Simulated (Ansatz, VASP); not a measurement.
**Two plane-wave programs on Sr3Ta2O**

```
Sr Ta O
1.0
     7.20035    0.00000    0.00000
    -3.60018    6.23569    0.00000
     0.00000    0.00000    6.20379
Sr Ta O
3 2 1
Direct
  0.50000 0.00000 0.00000
  0.00000 0.50000 0.00000
  0.50000 0.50000 0.00000
  0.00000 0.00000 0.80597
  0.00000 0.00000 0.19403
  0.00000 0.00000 0.50000
```

Alike in both runs: functional PBE; k mesh 6 × 6 × 6; occupations gaussian, width 0.1 eV; no spin polarisation.

Ansatz relaxed the structure, and its values are those at the end. VASP's run is a single point on that final structure, the one shown.

|  | VASP | Ansatz |
| --- | --- | --- |
| version | VASP 6.6.1 | Ansatz 0.2.0 |
| potentials or method | VASP PAW PBE potentials, release 64 (Sr_sv, Ta_pv, O), cutoff 520 eV | scalar-relativistic, plane waves, PAW |
| valence electrons in the cell | 58 | 62 |

Ansatz gave:

* gap on the k mesh at the Fermi level (eV): none
* pressure (GPa): 0.0
* rms of the force components (eV/Å): 0.002

Problem. What did VASP give for the same quantities?

Solution. gap on the k mesh at the Fermi level (eV): none; pressure (GPa): 0.1; rms of the force components (eV/Å): 0.013.

A gap of «none» marks a metal or a gap that the smearing closes. VASP's potentials hold 58 valence electrons a cell and Ansatz's 62, so a difference there can come from the potentials and not from the codes.

Spin-orbit coupling is off throughout.
